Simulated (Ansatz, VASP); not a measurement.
HfC: VASP beside Ansatz

```
CELL_PARAMETERS angstrom
3.34287 0.00000 0.00000
-1.67143 2.89501 0.00000
0.00000 0.00000 5.20271
ATOMIC_POSITIONS crystal
Hf 0.66667 0.33333 0.75000
Hf 0.33333 0.66667 0.25000
C 0.00000 0.00000 0.00000
C 0.00000 0.00000 0.50000
```

Alike in both runs: task relaxation of cell and atoms; functional PBE; k mesh 18 × 18 × 10; occupations gaussian, width 0.1 eV; no spin polarisation.

|  | VASP | Ansatz |
| --- | --- | --- |
| version | VASP 6.6.1 | Ansatz 0.2.0 |
| potentials or method | VASP PAW PBE potentials, release 64 (Hf_pv, C), cutoff 600 eV | scalar-relativistic, plane waves, PAW |
| valence electrons in the cell | 28 | 60 |

```csv
,VASP,Ansatz,Ansatz less VASP
"gap on the k mesh at the Fermi level, each at its own relaxed structure (eV)",none,none,-
relaxed volume (Å³/atom),12.51,12.55,+0.043
relaxed cell length with the largest relative difference (Å),3.322,3.326,+0.0042
```

A gap of «none» marks a metal or a gap that the smearing closes. VASP's potentials hold 28 valence electrons a cell and Ansatz's 60, so a difference there can come from the potentials and not from the codes.

Neither program's run includes spin-orbit coupling.
